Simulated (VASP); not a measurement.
Set up this calculation in VASP 6.6.1, as the native input.

* Task: single point
* Functional: PBE
* Potentials or basis: VASP PAW PBE potentials, release 64 (Y_sv, Mn_pv, Sn_d)
* Cutoff: 520 eV
* k mesh: 5 × 5 × 5
* Occupations: fermi-dirac, width 0.1 eV
* Spin: no spin polarisation
* Dipole correction: no
* Further INCAR settings: ALGO = Normal; EDIFF = 1e-06; NBANDS = 40

The structure of YMn2Sn2 lies in POSCAR:

```
YMn2Sn2
1.0
    0.0000000000      4.2424390000      0.0000000000
    4.2424390000      0.0000000000      0.0000000000
    2.1212190000      2.1212190000     -5.5658260000
Y Mn Sn
1 2 2
Direct
    0.0000000000      0.0000000000      0.0000000000
    0.7500000000      0.2500000000      0.5000000000
    0.2500000000      0.7500000000      0.5000000000
    0.3799000000      0.3799000000      0.2402000000
    0.6201000000      0.6201000000      0.7598000000
```

One way to write it, as run:

INCAR

```
SYSTEM = YMn2Sn2
ALGO = Normal
EDIFF = 1E-6
ENCUT = 520
GGA = PE
ISIF = 2
ISMEAR = -1
LASPH = .TRUE.
LCHARG = .FALSE.
LREAL = .FALSE.
LWAVE = .FALSE.
NBANDS = 40
NELM = 80
PREC = Accurate
SIGMA = 0.1
```

KPOINTS

```
k-points
0
G
  5 5 5
  0 0 0
```

Potentials or basis: VASP PAW PBE potentials, release 64 (Y_sv, Mn_pv, Sn_d).

Launch:

```bash
$ cat potpaw_PBE.64/Y_sv/POTCAR potpaw_PBE.64/Mn_pv/POTCAR potpaw_PBE.64/Sn_d/POTCAR > POTCAR
$ mpirun -np 1 vasp_std > vasp.out
```

Results of the run:

```
Pressure      : 0.0 GPa
Largest force : 1.357 eV/Å
```

Caveat: forces of over 1 eV/Å act on the atoms, so gaps and moduli don't describe the material at rest.

It took 72 s on 1 thread of Intel(R) Xeon(R) Platinum 8259CL CPU @ 2.50GHz (Skylake/Cascade Lake), with other jobs on the host, peak memory 0.26 GiB.
